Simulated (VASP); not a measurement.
# TiCo (Pm-3m) in VASP: notebook

The runs below take TiCo through relaxation of cell and atoms, single point, with PBE+D4, PBEsol+D3(BJ), PBE, LDA.

Everything below comes from runs of VASP 6.6.1. Logs are shortened: lines on timing, memory, paths and dates and some standing lists are left out, and cuts for length are marked.

**1. The cell of the first run**

The structure is cubic, space group Pm-3m (No. 221). Conventional cell: a = 2.986 Å, b = 2.986 Å, c = 2.986 Å, α = 90.00°, β = 90.00°, γ = 90.00°. Within 3.4 Å of Co (site symmetry m-3m) lie 8 Ti at 2.59 Å and 6 Co at 2.99 Å. Ti (site symmetry m-3m) has 8 Co at 2.59 Å and 6 Ti at 2.99 Å within 3.4 Å.

**2. Relaxation of cell and atoms, PBE+D4, collinear spin, ferromagnetic start**

INCAR reads:

```
SYSTEM = TiCo
PREC = Accurate
ENCUT = 600
EDIFF = 1E-6
ISMEAR = -1
SIGMA = 0.05
LREAL = .FALSE.
LASPH = .TRUE.
NELM = 150
ALGO = Normal
ISIF = 3
LWAVE = .FALSE.
LCHARG = .FALSE.
ISPIN = 2
MAGMOM = 2 1
LORBIT = 11
LMAXMIX = 4
GGA = PE
IVDW = 13
IBRION = 2
NSW = 60
EDIFFG = -0.01
```

KPOINTS reads:

```
Automatic mesh
0
G
  9 9 9
  0 0 0
```

POSCAR reads:

```
TiCo
1.0
    2.9861109900      0.0000000000      0.0000000000
    0.0000000000      2.9861109900      0.0000000000
    0.0000000000      0.0000000000      2.9861109900
Co Ti
1 1
Direct
    0.5000000000      0.5000000000      0.5000000000
    0.0000000000      0.0000000000      0.0000000000
```

Potentials or basis: VASP PAW PBE potentials, release 64 (Co, Ti_sv).

On the command line:

```bash
> cat potpaw_PBE.64/Co/POTCAR potpaw_PBE.64/Ti_sv/POTCAR > POTCAR
> mpirun -np 1 vasp_std > vasp.out
```

OUTCAR:

```text
SYSTEM = TiCo
   PREC = Accurate
   ENCUT = 600
   EDIFF = 1E-6
   ISMEAR = -1
   LREAL = .FALSE.
   LASPH = .TRUE.
   NELM = 150
   ISIF = 3
   ISPIN = 2
   LORBIT = 11
   GGA = PE
   IVDW = 13
   IBRION = 2
   NSW = 60
   EDIFFG = -0.01

 ion  position               nearest neighbor table
   1  0.500  0.500  0.500-   2 2.59   2 2.59   2 2.59   2 2.59   2 2.59   2 2.59   2 2.59   2 2.59

   2  0.000  0.000  0.000-   1 2.59   1 2.59   1 2.59   1 2.59   1 2.59   1 2.59   1 2.59   1 2.59

  LATTYP: Found a simple cubic cell.
 ALAT       =     2.9861109900

  Lattice vectors:

 A1 = (   2.9861109900,   0.0000000000,   0.0000000000)
 A2 = (   0.0000000000,   2.9861109900,   0.0000000000)
 A3 = (   0.0000000000,   0.0000000000,   2.9861109900)

Analysis of symmetry for initial positions (statically):
=====================================================================
 Subroutine PRICEL returns:
 Original cell was already a primitive cell.

 Routine SETGRP: Setting up the symmetry group for a
 simple cubic supercell.

 Subroutine GETGRP returns: Found 48 space group operations
 (whereof 48 operations were pure point group operations)
 out of a pool of 48 trial point group operations.

The static configuration has the point symmetry O_h .

Analysis of symmetry for dynamics (positions and initial velocities):
=====================================================================
 Subroutine PRICEL returns:
 Original cell was already a primitive cell.

 Routine SETGRP: Setting up the symmetry group for a
 simple cubic supercell.

 Subroutine GETGRP returns: Found 48 space group operations
 (whereof 48 operations were pure point group operations)
 out of a pool of 48 trial point group operations.

The dynamic configuration has the point symmetry O_h .

Analysis of structural, dynamic, and magnetic symmetry:
=====================================================================
 Subroutine PRICEL returns:
 Original cell was already a primitive cell.

 Routine SETGRP: Setting up the symmetry group for a
 simple cubic supercell.

 Subroutine GETGRP returns: Found 48 space group operations
 (whereof 48 operations were pure point group operations)
 out of a pool of 48 trial point group operations.

The overall configuration has the point symmetry O_h .

 Subroutine INISYM returns: Found 48 space group operations
 (whereof 48 operations are pure point group operations),
 and found     1 'primitive' translations

----------------------------------------------------------------------------------------

                                     Primitive cell

  volume of cell :      26.6267

  direct lattice vectors                    reciprocal lattice vectors
     2.986110990  0.000000000  0.000000000     0.334883735  0.000000000  0.000000000
     0.000000000  2.986110990  0.000000000     0.000000000  0.334883735  0.000000000
     0.000000000  0.000000000  2.986110990     0.000000000  0.000000000  0.334883735

  length of vectors
     2.986110990  2.986110990  2.986110990     0.334883735  0.334883735  0.334883735

  position of ions in fractional coordinates (direct lattice)
     0.500000000  0.500000000  0.500000000
     0.000000000  0.000000000  0.000000000

  ion indices of the primitive-cell ions
   primitive index   ion index
                 1           1
                 2           2

----------------------------------------------------------------------------------------

 KPOINTS: Automatic mesh

Automatic generation of k-mesh.
 Grid dimensions read from file:
 generate k-points for:    9    9    9

 Generating k-lattice:

  Cartesian coordinates                     Fractional coordinates (reciprocal lattice)
     0.037209304  0.000000000  0.000000000     0.111111111  0.000000000  0.000000000
     0.000000000  0.037209304  0.000000000     0.000000000  0.111111111  0.000000000
     0.000000000  0.000000000  0.037209304     0.000000000  0.000000000  0.111111111

  Length of vectors
     0.037209304  0.037209304  0.037209304

  Shift w.r.t. Gamma in fractional coordinates (k-lattice)
     0.000000000  0.000000000  0.000000000

 Subroutine IBZKPT returns following result:
 ===========================================

 Found     35 irreducible k-points:

 Following reciprocal coordinates:
            Coordinates               Weight
  0.000000  0.000000  0.000000      1.000000
  0.111111  0.000000  0.000000      6.000000
  0.222222  0.000000  0.000000      6.000000
  0.333333  0.000000  0.000000      6.000000
  0.444444  0.000000  0.000000      6.000000
  0.111111  0.111111  0.000000     12.000000
[... 16 lines left out ...]
  0.333333  0.333333  0.111111     24.000000
  0.444444  0.333333  0.111111     48.000000
 [... further k-points ...]
   k-points           NKPTS =     35   k-points in BZ     NKDIM =     35   number of bands    NBANDS=     16
   number of dos      NEDOS =    301   number of ions     NIONS =      2
   total plane-waves  NPLWV =  13824
   dimension x,y,z NGX =    24 NGY =   24 NGZ =   24
   dimension x,y,z NGXF=    48 NGYF=   48 NGZF=   48
   ions per type =               1   1
   NGX,Y,Z   is equivalent  to a cutoff of  13.36, 13.36, 13.36 a.u.
   NGXF,Y,Z  is equivalent  to a cutoff of  26.72, 26.72, 26.72 a.u.
 SYSTEM =  TiCo
   PREC   = accura    normal or accurate (medium, high low for compatibility)
   ISTART =      0    job   : 0-new  1-cont  2-samecut
   ICHARG =      2    charge: 1-file 2-atom 10-const
   ISPIN  =      2    spin polarized calculation?
   LNONCOLLINEAR =      F non collinear calculations
   LSORBIT =      F    spin-orbit coupling
   LASPH  =      T    aspherical Exc in radial PAW
   ENCUT  =  600.0 eV  44.10 Ry    6.64 a.u.   5.96  5.96  5.96*2*pi/ulx,y,z
   NELM   =    150;   NELMIN=  2; NELMDL= -5     # of ELM steps
   EDIFF  = 0.1E-05   stopping-criterion for ELM
   LREAL  =      F    real-space projection
   EDIFFG = -.1E-01   stopping-criterion for IOM
   NSW    =     60    number of steps for IOM
   IBRION =      2    ionic relax: 0-MD 1-quasi-New 2-CG
   NFREE  =      1    steps in history (QN), initial steepest desc. (CG)
   ISIF   =      3    stress and relaxation
   ISYM   =      2    0-nonsym 1-usesym 2-fastsym
   POTIM  = 0.5000    time-step for ionic-motion
   TEBEG  =    0.0;   TEEND  =   0.0 temperature during run
   PSTRESS=    0.0 pullay stress
   NELECT =      21.0000    total number of electrons
   NUPDOWN=      -1.0000    fix difference up-down
   EMIN   =  10.00;   EMAX   =-10.00  energy-range for DOS
   EFERMI =   0.00;   METHOD = LEGACY
   ISMEAR =    -1;   SIGMA  =   0.05  broadening in eV -4-tet -1-fermi 0-gaus
   EFERMI_NEDOS =   21; number of points for ismear=-14 and -15
   IALGO  =     38    algorithm
   IMIX   =      4    mixing-type and parameters
     AMIX     =   0.40;   BMIX     =  1.00
     AMIX_MAG =   1.60;   BMIX_MAG =  1.00
  volume/ion in A,a.u.               =      13.31        89.84
  Fermi-wavevector in a.u.,A,eV,Ry     =   1.512546  2.858298 31.127355  2.287796
  Thomas-Fermi vector in A             =   2.622456
   LORBIT       =     11    0 simple, 1 ext, 2 COOP (PROOUT), +10 PAW based schemes
   GGA     = PE    functional components
   LHFCALC =     F    Hartree Fock is set to
   AEXX    =    0.0000 exact exchange contribution
   IVDW    =    13    specifies the selected vdW correction
   LEPSILON=     F    determine dielectric tensor
   LRPA    =     F    only Hartree local field effects (RPA)
 conjugate gradient relaxation of ions
 spin polarized calculation
  energy-cutoff  :      600.00
  volume of cell :       26.63
 maximum number of plane-waves:       905
 NGX is ok and might be reduce to    24
   NGX = 11   NGY = 11   NGZ = 11

--------------------------------------- Ionic step        1  -------------------------------------------

 number of electron      20.9999983 magnetization       0.7933000

 Free energy of the ion-electron system (eV)
  ---------------------------------------------------
  ext. energy  EPLUGINS =         0.00000000
  ---------------------------------------------------
  free energy    TOTEN  =       -15.68294397 eV

  energy without entropy =      -15.66534426  energy(sigma->0) =      -15.67414411

 E-fermi :   9.9517     XC(G=0): -12.5741

 val. band max:        9.9495431071   @ k =   0.3333   0.2222   0.0000
 cond. band min:       9.9723300444   @ k =   0.3333   0.3333   0.1111
 fundamental gap:      0.0227869372
 Fermi energy:         9.9516607603

 spin component 1

 k-point     1 :       0.0000    0.0000    0.0000
  band No.  band energies     occupation
      1     -47.2204      1.00000
      2     -23.3138      1.00000
      3     -23.3138      1.00000
      4     -23.3138      1.00000
      5       2.2492      1.00000
      6       5.7863      1.00000
[... 8 lines left out ...]
     15      12.5976      0.00000
     16      18.8573      0.00000
[... 420 lines left out ...]
  band No.  band energies     occupation
      1     -47.1649      1.00000
      2     -23.5645      1.00000
      3     -23.4953      1.00000
      4     -23.3041      1.00000
      5       5.6906      1.00000
      6       6.2862      1.00000
[... 8 lines left out ...]
     15      12.5994      0.00000
     16      14.0348      0.00000

 [... further k-points ...]

 spin component 2

 k-point     1 :       0.0000    0.0000    0.0000
  band No.  band energies     occupation
      1     -47.2317      1.00000
      2     -23.3259      1.00000
      3     -23.3259      1.00000
      4     -23.3259      1.00000
      5       2.2317      1.00000
      6       6.4052      1.00000
[... 8 lines left out ...]
     15      12.6898      0.00000
     16      18.8838      0.00000
[... 420 lines left out ...]
  band No.  band energies     occupation
      1     -47.1757      1.00000
      2     -23.5793      1.00000
      3     -23.5094      1.00000
      4     -23.3163      1.00000
      5       5.9780      1.00000
      6       6.5535      1.00000
[... 8 lines left out ...]
     15      12.7229      0.00000
     16      14.0517      0.00000

 [... further k-points ...]

------------------------ aborting loop because EDIFF is reached ----------------------------------------

  DFT-D4 for vdW energy calculation

  Edisp (eV):   -0.61139

  FORCE on cell =-STRESS in cart. coord.  units (eV):
  Direction    XX          YY          ZZ          XY          YZ          ZX
  --------------------------------------------------------------------------------------
  -------------------------------------------------------------------------------------
  Total      -0.78920    -0.78920    -0.78920    -0.00000     0.00000     0.00000
  in kB     -47.48735   -47.48735   -47.48735    -0.00000     0.00000     0.00000
  external pressure =      -47.49 kB  Pullay stress =        0.00 kB
[... 301 lines left out ...]
  energy  without entropy=      -16.2889175933  energy(sigma->0) =      -16.29753019

--------------------------------------- Ionic step        9  -------------------------------------------

 number of electron      20.9999994 magnetization       0.7291255

 Free energy of the ion-electron system (eV)
  ---------------------------------------------------
  ext. energy  EPLUGINS =         0.00000000
  ---------------------------------------------------
  free energy    TOTEN  =       -15.67652498 eV

  energy without entropy =      -15.65932056  energy(sigma->0) =      -15.66792277

 E-fermi :  10.3545     XC(G=0): -12.7351

 val. band max:       10.3349063324   @ k =   0.4444   0.4444   0.3333
 cond. band min:      10.3645075961   @ k =   0.3333   0.3333   0.2222
 fundamental gap:      0.0296012637
 Fermi energy:        10.3544552154

 spin component 1

 k-point     1 :       0.0000    0.0000    0.0000
  band No.  band energies     occupation
      1     -46.7892      1.00000
      2     -22.8733      1.00000
      3     -22.8733      1.00000
      4     -22.8733      1.00000
      5       2.5173      1.00000
      6       6.0661      1.00000
[... 8 lines left out ...]
     15      13.0960      0.00000
     16      19.4757      0.00000
[... 420 lines left out ...]
  band No.  band energies     occupation
      1     -46.7260      1.00000
      2     -23.1514      1.00000
      3     -23.0746      1.00000
      4     -22.8625      1.00000
      5       5.9834      1.00000
      6       6.5936      1.00000
[... 8 lines left out ...]
     15      13.1053      0.00000
     16      14.5812      0.00000

 [... further k-points ...]

 spin component 2

 k-point     1 :       0.0000    0.0000    0.0000
  band No.  band energies     occupation
      1     -46.7926      1.00000
      2     -22.8773      1.00000
      3     -22.8773      1.00000
      4     -22.8773      1.00000
      5       2.5085      1.00000
      6       6.6197      1.00000
[... 8 lines left out ...]
     15      13.1882      0.00000
     16      19.5078      0.00000
[... 420 lines left out ...]
  band No.  band energies     occupation
      1     -46.7290      1.00000
      2     -23.1581      1.00000
      3     -23.0806      1.00000
      4     -22.8667      1.00000
      5       6.2525      1.00000
      6       6.8354      1.00000
[... 8 lines left out ...]
     15      13.2248      0.00000
     16      14.6037      0.00000

 [... further k-points ...]

------------------------ aborting loop because EDIFF is reached ----------------------------------------

  DFT-D4 for vdW energy calculation

  Edisp (eV):   -0.62963

  FORCE on cell =-STRESS in cart. coord.  units (eV):
  Direction    XX          YY          ZZ          XY          YZ          ZX
  --------------------------------------------------------------------------------------
  -------------------------------------------------------------------------------------
  Total       0.01171     0.01171     0.01171     0.00000    -0.00000     0.00000
  in kB       0.72588     0.72588     0.72588     0.00000    -0.00000     0.00000
  external pressure =        0.73 kB  Pullay stress =        0.00 kB
[... 17 lines left out ...]
  FREE ENERGIE OF THE ION-ELECTRON SYSTEM (eV)
  ---------------------------------------------------
  free  energy   TOTEN  =       -16.3061511146 eV

  energy  without entropy=      -16.2889466976  energy(sigma->0) =      -16.29754891

 reached required accuracy - stopping structural energy minimisation

 total charge

# of ion       s       p       d       tot
------------------------------------------
    1        0.536   0.474   7.332   8.342
    2        2.254   6.190   1.886  10.329
--------------------------------------------------
tot          2.789   6.664   9.218  18.671

 magnetization (x)

# of ion       s       p       d       tot
------------------------------------------
    1        0.025  -0.006   0.773   0.792
    2       -0.002  -0.012  -0.006  -0.020
--------------------------------------------------
tot          0.022  -0.018   0.767   0.771
```

It took 2.7 min on 1 thread of Intel Xeon 6975P-C, shared host; peak memory 0.18 GiB.

What came out:

```yaml
Free_energy: -16.3062 eV
Relaxed_volume: 12.92 Å³/atom
Relaxed_cell: a = 2.956 Å, b = 2.956 Å, c = 2.956 Å, α = 90.00°, β = 90.00°, γ = 90.00°
Space_group_after_relaxing_to_0.05_Å: Pm-3m (No. 221)
Energy_gained_by_relaxing: 5.9 meV/atom
Ionic_steps: 9
Pressure_after_relaxing: 0.1 GPa
Net_moment: 0.73 μB per cell
Site_moments: Co +0.79; Ti -0.02 μB
Valence_electrons_inside_the_program's_atomic_spheres: Co 8.34; Ti 10.33
Dispersion_energy_per_atom: -0.315 eV
```

Step by step:
```csv
step,energy change (eV),largest force (eV/Å),pressure (GPa),volume (Å³)
1,0.0000,0.0000,-4.75,26.63
2,-0.0007,0.0000,5.25,25.13
3,-0.0118,0.0000,0.14,25.85
4,-0.0118,0.0000,0.24,25.87
5,-0.0087,0.0000,-2.50,26.25
6,-0.0118,0.0000,-0.32,25.90
7,-0.0118,0.0000,-0.49,25.88
8,-0.0118,0.0000,-0.35,25.87
9,-0.0118,0.0000,0.07,25.84
```

Final structure:
```xyz
2
Lattice="2.9563 0.0000 0.0000 0.0000 2.9563 0.0000 0.0000 0.0000 2.9563" Properties=species:S:1:pos:R:3 pbc="T T T"
Co    1.4782    1.4782    1.4782
Ti    0.0000    0.0000    0.0000
```

Caveat: pairwise dispersion overbinds metals, which lowers pressure and volume.

(Continued in part 2 of 2.)
